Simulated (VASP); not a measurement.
# InAs (I-4m2) in VASP: a series of runs

The runs below take InAs through single point, with PBE.

All numbers are computed with VASP 6.6.1; they aren't measurements. Logs are shortened: lines on timing, memory, paths and dates and some standing lists are left out, and cuts for length are marked.

### 1 The cell of the first run

Symmetry: I-4m2, No. 119, tetragonal system. Conventional cell: a = 4.506 Å, b = 4.506 Å, c = 6.280 Å, α = 90.00°, β = 90.00°, γ = 90.00°. In (site symmetry -4m2) has 4 As at 2.75 Å within 3.6 Å. Within 3.6 Å of As (site symmetry -4m2) lie 4 In at 2.75 Å.

### 2 Single point, PBE (strain +0.030 along x and y, +0.015 along z)

The input, INCAR:

```
  PREC = Accurate
  ENCUT = 520
  EDIFF = 1E-6
  ISMEAR = 0
  SIGMA = 0.15
  LREAL = False
  LASPH = True
  NELM = 60
  ALGO = Normal
  ISIF = 2
  LWAVE = False
  LCHARG = True
  GGA = PE
  LELF = True
  LVHAR = True
  NBANDS = 16
```

The input, KPOINTS:

```
regular mesh
0
Gamma
  16 16 16
```

The input, POSCAR:

```
InAs
1.0
    0.0000000000      3.1861810476      3.1397803528
    3.1861810476      0.0000000000      3.1397803528
    3.1861810476      3.1861810476      0.0000000000
In As
1 1
Direct
    0.0000000000      0.0000000000      0.0000000000
    0.7500000000      0.7500000000      0.7500000000
```

Potentials or basis: VASP PAW PBE potentials, release 64 (In_d, As).

The run is started by

```sh
$ cat potpaw_PBE.64/In_d/POTCAR potpaw_PBE.64/As/POTCAR > POTCAR
$ mpirun -np 1 vasp_std > vasp.out
```

OUTCAR:

```text
PREC = Accurate
   ENCUT = 520
   EDIFF = 1E-6
   ISMEAR = 0
   LREAL = False
   LASPH = True
   NELM = 60
   ISIF = 2
   GGA = PE

 ion  position               nearest neighbor table
   1  0.000  0.000  0.000-   2 2.75   2 2.75   2 2.75   2 2.75
   2  0.750  0.750  0.750-   1 2.75   1 2.75   1 2.75   1 2.75

  LATTYP: Found a body centered tetragonal cell.
 ALAT       =     4.5059404497
 C/A-ratio  =     1.3936182193

  Lattice vectors:

 A1 = (   0.0000000000,  -3.1861810476,  -3.1397803528)
 A2 = (   0.0000000000,   3.1861810476,  -3.1397803528)
 A3 = (   3.1861810476,   0.0000000000,   3.1397803528)

Analysis of symmetry for initial positions (statically):
=====================================================================
 Subroutine PRICEL returns:
 Original cell was already a primitive cell.

 Routine SETGRP: Setting up the symmetry group for a
 body centered tetragonal supercell.

 Subroutine GETGRP returns: Found  8 space group operations
 (whereof  8 operations were pure point group operations)
 out of a pool of 16 trial point group operations.

The static configuration has the point symmetry D_2d.

Analysis of symmetry for dynamics (positions and initial velocities):
=====================================================================
 Subroutine PRICEL returns:
 Original cell was already a primitive cell.

 Routine SETGRP: Setting up the symmetry group for a
 body centered tetragonal supercell.

 Subroutine GETGRP returns: Found  8 space group operations
 (whereof  8 operations were pure point group operations)
 out of a pool of 16 trial point group operations.

The dynamic configuration has the point symmetry D_2d.

 Subroutine INISYM returns: Found  8 space group operations
 (whereof  8 operations are pure point group operations),
 and found     1 'primitive' translations

----------------------------------------------------------------------------------------

                                     Primitive cell

  volume of cell :      63.7485

  direct lattice vectors                    reciprocal lattice vectors
     0.000000000  3.186181048  3.139780353    -0.156927680  0.156927680  0.159246808
     3.186181048  0.000000000  3.139780353     0.156927680 -0.156927680  0.159246808
     3.186181048  3.186181048  0.000000000     0.156927680  0.156927680 -0.159246808

  length of vectors
     4.473250533  4.473250533  4.505940450     0.273152228  0.273152228  0.273152228

  position of ions in fractional coordinates (direct lattice)
     0.000000000  0.000000000  0.000000000
     0.750000000  0.750000000  0.750000000

  ion indices of the primitive-cell ions
   primitive index   ion index
                 1           1
                 2           2

----------------------------------------------------------------------------------------

 KPOINTS: regular mesh

Automatic generation of k-mesh.
 Grid dimensions read from file:
 generate k-points for:   16   16   16

 Generating k-lattice:

  Cartesian coordinates                     Fractional coordinates (reciprocal lattice)
    -0.009807980  0.009807980  0.009952926     0.062500000  0.000000000  0.000000000
     0.009807980 -0.009807980  0.009952926     0.000000000  0.062500000  0.000000000
     0.009807980  0.009807980 -0.009952926     0.000000000  0.000000000  0.062500000

  Length of vectors
     0.017072014  0.017072014  0.017072014

  Shift w.r.t. Gamma in fractional coordinates (k-lattice)
     0.000000000  0.000000000  0.000000000

 Subroutine IBZKPT returns following result:
 ===========================================

 Found    349 irreducible k-points:

 Following reciprocal coordinates:
            Coordinates               Weight
  0.000000  0.000000  0.000000      1.000000
  0.062500  0.000000  0.000000      8.000000
  0.125000  0.000000  0.000000      8.000000
  0.187500  0.000000  0.000000      8.000000
  0.250000  0.000000  0.000000      8.000000
  0.312500  0.000000  0.000000      8.000000
[... 16 lines left out ...]
 -0.125000  0.062500  0.000000      8.000000
 -0.062500  0.062500  0.000000      4.000000
 [... further k-points ...]
   k-points           NKPTS =    349   k-points in BZ     NKDIM =    349   number of bands    NBANDS=     16
   number of dos      NEDOS =    301   number of ions     NIONS =      2
   total plane-waves  NPLWV =  46656
   dimension x,y,z NGX =    36 NGY =   36 NGZ =   36
   dimension x,y,z NGXF=    72 NGYF=   72 NGZF=   72
   ions per type =               1   1
   NGX,Y,Z   is equivalent  to a cutoff of  13.38, 13.38, 13.28 a.u.
   NGXF,Y,Z  is equivalent  to a cutoff of  26.76, 26.76, 26.56 a.u.
 SYSTEM =  unknown system
   PREC   = accura    normal or accurate (medium, high low for compatibility)
   ISTART =      0    job   : 0-new  1-cont  2-samecut
   ICHARG =      2    charge: 1-file 2-atom 10-const
   ISPIN  =      1    spin polarized calculation?
   LNONCOLLINEAR =      F non collinear calculations
   LSORBIT =      F    spin-orbit coupling
   LASPH  =      T    aspherical Exc in radial PAW
   ENCUT  =  520.0 eV  38.22 Ry    6.18 a.u.   8.32  8.32  8.38*2*pi/ulx,y,z
   NELM   =     60;   NELMIN=  2; NELMDL= -5     # of ELM steps
   EDIFF  = 0.1E-05   stopping-criterion for ELM
   LREAL  =      F    real-space projection
   EDIFFG = 0.1E-04   stopping-criterion for IOM
   NSW    =      0    number of steps for IOM
   IBRION =     -1    ionic relax: 0-MD 1-quasi-New 2-CG
   NFREE  =      0    steps in history (QN), initial steepest desc. (CG)
   ISIF   =      2    stress and relaxation
   ISYM   =      2    0-nonsym 1-usesym 2-fastsym
   POTIM  = 0.5000    time-step for ionic-motion
   TEBEG  =    0.0;   TEEND  =   0.0 temperature during run
   PSTRESS=    0.0 pullay stress
   NELECT =      18.0000    total number of electrons
   NUPDOWN=      -1.0000    fix difference up-down
   EMIN   =  10.00;   EMAX   =-10.00  energy-range for DOS
   EFERMI =   0.00;   METHOD = LEGACY
   ISMEAR =     0;   SIGMA  =   0.15  broadening in eV -4-tet -1-fermi 0-gaus
   EFERMI_NEDOS =   21; number of points for ismear=-14 and -15
   IALGO  =     38    algorithm
   IMIX   =      4    mixing-type and parameters
     AMIX     =   0.40;   BMIX     =  1.00
     AMIX_MAG =   1.60;   BMIX_MAG =  1.00
  volume/ion in A,a.u.               =      31.87       215.10
  Fermi-wavevector in a.u.,A,eV,Ry     =   1.074012  2.029588 15.694331  1.153501
  Thomas-Fermi vector in A             =   2.209827
   LORBIT       =      0    0 simple, 1 ext, 2 COOP (PROOUT), +10 PAW based schemes
   GGA     = PE    functional components
   LHFCALC =     F    Hartree Fock is set to
   AEXX    =    0.0000 exact exchange contribution
   IVDW    =     0    specifies the selected vdW correction
   LEPSILON=     F    determine dielectric tensor
   LRPA    =     F    only Hartree local field effects (RPA)
 non-spin polarized calculation
 Gauss-broadening in eV      SIGMA  =   0.15
  energy-cutoff  :      520.00
  volume of cell :       63.75
 maximum number of plane-waves:      1751
 NGX is ok and might be reduce to    36
   NGX = 17   NGY = 17   NGZ = 17

 number of electron      18.0000006 magnetization

 Free energy of the ion-electron system (eV)
  ---------------------------------------------------
  ext. energy  EPLUGINS =         0.00000000
  ---------------------------------------------------
  free energy    TOTEN  =        -7.67489308 eV

  energy without entropy =       -7.67466539  energy(sigma->0) =       -7.67477924

 E-fermi :   3.3284     XC(G=0):  -8.4829

 val. band max:        3.2184779872   @ k =   0.0000   0.0000   0.0000
 cond. band min:       3.4897095680   @ k =   0.0625   0.0000   0.0000
 fundamental gap:      0.2712315809
 Fermi energy:         3.3283533142

 k-point     1 :       0.0000    0.0000    0.0000
  band No.  band energies     occupation
      1     -10.9909      2.00000
      2     -10.9909      2.00000
      3     -10.9862      2.00000
      4     -10.9143      2.00000
      5     -10.9108      2.00000
      6      -7.8601      2.00000
[... 8 lines left out ...]
     15      12.3825      0.00000
     16      12.5985      0.00000

 k-point     2 :       0.0625    0.0000    0.0000
  band No.  band energies     occupation
      1     -10.9928      2.00000
      2     -10.9900      2.00000
      3     -10.9860      2.00000
      4     -10.9144      2.00000
      5     -10.9108      2.00000
      6      -7.8288      2.00000
[... 8 lines left out ...]
     15      12.0803      0.00000
     16      12.2605      0.00000

 k-point     3 :       0.1250    0.0000    0.0000
  band No.  band energies     occupation
      1     -10.9999      2.00000
      2     -10.9874      2.00000
      3     -10.9840      2.00000
      4     -10.9144      2.00000
      5     -10.9107      2.00000
      6      -7.7369      2.00000
[... 8 lines left out ...]
     15      11.6901      0.00000
     16      11.8368      0.00000

 k-point     4 :       0.1875    0.0000    0.0000
  band No.  band energies     occupation
      1     -11.0110      2.00000
      2     -10.9838      2.00000
      3     -10.9806      2.00000
      4     -10.9143      2.00000
      5     -10.9104      2.00000
      6      -7.5911      2.00000
[... 8 lines left out ...]
     15      11.4712      0.00000
     16      11.6002      0.00000
[... 324 lines left out ...]
 k-point    22 :      -0.1875    0.0625    0.0000
  band No.  band energies     occupation
      1     -11.0181      2.00000
      2     -10.9826      2.00000
      3     -10.9765      2.00000
      4     -10.9128      2.00000
      5     -10.9116      2.00000
      6      -7.5088      2.00000
[... 8 lines left out ...]
     15      11.3766      0.00000
     16      12.0254      0.00000

 k-point    23 :      -0.1250    0.0625    0.0000
  band No.  band energies     occupation
      1     -11.0068      2.00000
      2     -10.9863      2.00000
      3     -10.9799      2.00000
      4     -10.9134      2.00000
      5     -10.9117      2.00000
      6      -7.6686      2.00000
[... 8 lines left out ...]
     15      11.3094      0.00000
     16      11.7564      0.00000

 k-point    24 :      -0.0625    0.0625    0.0000
  band No.  band energies     occupation
      1     -10.9982      2.00000
      2     -10.9890      2.00000
      3     -10.9830      2.00000
      4     -10.9138      2.00000
      5     -10.9113      2.00000
      6      -7.7779      2.00000
[... 8 lines left out ...]
     15      11.5956      0.00000
     16      12.0234      0.00000

 [... further k-points ...]
[... 5 lines left out ...]
  --------------------------------------------------------------------------------------
  -------------------------------------------------------------------------------------
  Total       -1.2514722     -1.2514722     -1.0609233      0.0000000      0.0000000      0.0000000
  in kB      -31.4529667    -31.4529667    -26.6639451      0.0000000      0.0000000      0.0000000
  external PRESSURE =     -29.8566262 kB  Pullay stress =       0.0000000 kB

 VOLUME and BASIS-vectors are now :
 -----------------------------------------------------------------------------
  energy-cutoff  :      520.00
  volume of cell :       63.75
      direct lattice vectors                 reciprocal lattice vectors
     0.000000000  3.186181048  3.139780353    -0.156927680  0.156927680  0.159246808
     3.186181048  0.000000000  3.139780353     0.156927680 -0.156927680  0.159246808
     3.186181048  3.186181048  0.000000000     0.156927680  0.156927680 -0.159246808

 POSITION                                       TOTAL-FORCE (eV/Angst)
 -----------------------------------------------------------------------------------
      0.00000      0.00000      0.00000         0.000000      0.000000     -0.000000
      4.77927      4.77927      4.70967        -0.000000     -0.000000      0.000000
 -----------------------------------------------------------------------------------
    total drift:                                0.000000      0.000000      0.000000

  FREE ENERGIE OF THE ION-ELECTRON SYSTEM (eV)
  ---------------------------------------------------
  free  energy   TOTEN  =        -7.6748930791 eV

  energy  without entropy=       -7.6746653940  energy(sigma->0) =       -7.67477924
```

Run time: 2.9 min. Hardware: 1 thread of Intel Xeon Platinum 8488C (Sapphire Rapids), shared host; peak memory 0.5 GiB.

What came out:

```
Free energy : -7.6749 eV
Pressure    : -3.0 GPa
```

Caveat: the cell differs from its parent crystal (strain +0.030 along x and y, +0.015 along z); spin-orbit coupling is left out, which moves the levels of the heavy elements.

### 3 Single point, PBE (strain -0.015 along x and y, +0.000 along z)

The input, INCAR:

```
ALGO = Normal
EDIFF = 1E-6
ENCUT = 520
GGA = PE
ISIF = 2
ISMEAR = 0
LASPH = T
LCHARG = T
LELF = T
LREAL = F
LVHAR = T
LWAVE = F
NBANDS = 16
NELM = 100
PREC = Accurate
SIGMA = 0.15
```

The input, KPOINTS:

```
k-points
0
Gamma
  16 16 16
```

The input, POSCAR:

```
InAs
1.0
    0.0000000000      3.0469789630      3.0933796579
    3.0469789630      0.0000000000      3.0933796579
    3.0469789630      3.0469789630      0.0000000000
In As
1 1
Direct
    0.0000000000      0.0000000000      0.0000000000
    0.7500000000      0.7500000000      0.7500000000
```

Potentials or basis: VASP PAW PBE potentials, release 64 (In_d, As).

The run is started by

```sh
$ cat potpaw_PBE.64/In_d/POTCAR potpaw_PBE.64/As/POTCAR > POTCAR
$ mpirun -np 1 vasp_std > vasp.out
```

Wall time 72 s (1 thread of Intel Xeon 6975P-C (Granite Rapids), shared host); peak memory 0.44 GiB.

The run converged. Its results:

| Item | Value |
| --- | --- |
| Free energy | -7.7099 eV |
| Pressure | 1.6 GPa |
| Band gap on the k mesh | zero (filled and empty bands touch) |

Stress tensor (GPa, compression positive):
```
1.78 0.00 0.00
0.00 1.78 0.00
0.00 0.00 1.27
```

Levels at points of the mesh, in eV from the Fermi level:
```csv
k point,band 7,band 8,band 9,band 10,band 11,band 12
"(0.00, 0.00, 0.00)",-0.55,-0.21,-0.14,-0.14,3.72,3.72
"(0.50, 0.00, 0.00)",-5.73,-1.14,-1.05,0.71,4.45,4.54
"(0.50, 0.50, 0.00)",-5.89,-2.30,-2.30,1.50,1.98,8.69
"(0.50, 0.00, 0.50)",-5.81,-2.39,-2.38,1.43,1.85,8.77
```

Caveat: the cell differs from its parent crystal (strain -0.015 along x and y, +0.000 along z); semilocal functionals underestimate gaps, so a narrow gap can read as zero; spin-orbit coupling is left out, which moves the levels of the heavy elements.

(Part 1 of 2 ends here.)
